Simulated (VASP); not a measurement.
Write the native input for VASP 6.6.1 that does the following.

```yaml
Task: single point
Functional: r2SCAN
Potentials_or_basis: VASP PAW PBE potentials, release 64 (Te)
Cutoff: 550 eV
k_mesh: 8 × 8 × 6
Occupations: fermi-dirac, width 0.3 eV
Spin: no spin polarisation
Dipole_correction: no
Further_INCAR_settings: ALGO = Normal; EDIFF = 1e-06; NBANDS = 16
```

Te:

```
Te
1.0
     4.63249    0.00000    0.00000
    -2.31624    4.01185    0.00000
     0.00000    0.00000    5.88690
Te
3
Cartesian
  1.1747 0.0000 1.9623
  4.0451 1.0174 3.9246
  1.7289 2.9945 0.0000
```

One way to write it, as run:

POSCAR

```
Te
1.0
    4.6324895870      0.0000000000      0.0000000000
   -2.3162447935      4.0118536651      0.0000000000
    0.0000000000      0.0000000000      5.8869033494
Te
3
Direct
    0.2535874851      0.0000000000      0.3333333333
    1.0000000000      0.2535874851      0.6666666667
    0.7464125149      0.7464125149      0.0000000000
```

INCAR.step1

```
SYSTEM = Te
  ALGO = Normal
  EDIFF = 1E-5
  ENCUT = 550
  GGA = PE
  GGA_COMPAT = .False.
  ISMEAR = -1
  LASPH = .True.
  LCHARG = .False.
  LREAL = .False.
  LWAVE = .True.
  NBANDS = 16
  NELM = 120
  PREC = Accurate
  SIGMA = 0.3
```

INCAR.step2

```
SYSTEM = Te
  ALGO = Normal
  EDIFF = 1E-6
  ENCUT = 550
  GGA_COMPAT = .False.
  ISIF = 2
  ISMEAR = -1
  ISTART = 1
  LASPH = .True.
  LCHARG = .True.
  LELF = .True.
  LMIXTAU = .True.
  LREAL = .False.
  LVHAR = .True.
  LWAVE = .False.
  METAGGA = R2SCAN
  NBANDS = 16
  NELM = 120
  PREC = Accurate
  SIGMA = 0.3
```

KPOINTS

```
k-points
0
Gamma
  8 8 6
  0 0 0
```

Potentials or basis: VASP PAW PBE potentials, release 64 (Te).

Launch:

```console
$ cat potpaw_PBE.64/Te/POTCAR > POTCAR
$ cp INCAR.step1 INCAR
$ mpirun -np 1 vasp_std > vasp.out
$ cp INCAR.step2 INCAR
$ mpirun -np 1 vasp_std > vasp.out
```

It gave:

```yaml
Pressure: 0.2 GPa
Largest_force: 0.108 eV/Å
Band_gap_on_the_k_mesh: 0.78 eV
```

Caveat: the PAW data sets were made with another functional, which shifts forces and pressure a little; spin-orbit coupling is left out, which moves the levels of the heavy elements.

Run time: 4.8 min on 1 thread of Intel(R) Xeon(R) Platinum 8488C (Sapphire Rapids), on a shared host, peak memory 0.28 GiB.
